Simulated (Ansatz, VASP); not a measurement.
**One calculation of Sn, two programs**

INCAR

```
ALGO = Normal ; EDIFF = 1E-7
ENCUT = 520 ; GGA = CA
ISIF = 2 ; ISMEAR = -1
LASPH = T ; LCHARG = F
LREAL = F ; LWAVE = F
NBANDS = 21 ; NELM = 100
PREC = Accurate ; SIGMA = 0.1
```

KPOINTS

```
k-points
0
Gamma
  4 4 3
```

Contents of POSCAR:

```
Sn
1.0
   -2.8994216605      2.9008009606      1.5581694818
    2.9008009606     -2.8994216605      1.5581694818
    2.8985835788      2.8985835788     -1.5556411493
Sn
2
Direct
    0.0000164062      0.9999835938      0.0000000000
    0.7499835938      0.2500164062      0.5000000000
```

Input for Ansatz:

```yaml
crystal:
  lattice:
    - [-2.8994216605, 2.9008009606, 1.5581694818]
    - [2.9008009606, -2.8994216605, 1.5581694818]
    - [2.8985835788, 2.8985835788, -1.5556411493]
  atoms:
    - { symbol: Sn, position: [1.64062e-05, 0.9999835938, 0.0] }
    - { symbol: Sn, position: [0.7499835938, 0.2500164062, 0.5] }
hamiltonian:
  xc: lda
  pseudopotentials:
    kind: paw
    azcp:
      Sn: "pseudopotentials/Sn.paw.azcp"
basis:
  ecutwfc: 420
  fft_grid_basis: typed
kpoints:
  mp_grid: { grid: [4, 4, 3], shift: [0, 0, 0] }
magnetization:
  spin_polarized: false
scf:
  occupations: { method: fermi_dirac, width: 0.1 }
  lower_state_search: "off"
output:
  stress: true
```

Alike in both runs: task single point; functional LDA; k mesh 4 × 4 × 3; occupations fermi-dirac, width 0.1 eV; no spin polarisation.

```csv
,VASP,Ansatz
version,VASP 6.6.1,Ansatz 0.2.0
potentials or method,"VASP PAW LDA potentials, release 64 (Sn_d), cutoff 520 eV","plane waves (420 eV) with PAW, scalar-relativistic"
valence electrons in the cell,28,28
```

```tsv
	VASP	Ansatz	Ansatz less VASP
pressure (GPa)	0.4	0.4	+0.01
traceless stress, the component that is largest in VASP (GPa)	1.52	1.42	-0.098
```

Ansatz warns that its potentials were made for another functional, while VASP's fit it. LDA's correlation is that of Perdew and Zunger in VASP and of Perdew and Wang (1992) in Ansatz.

The k mesh is coarse, so the values compare programs but aren't converged.
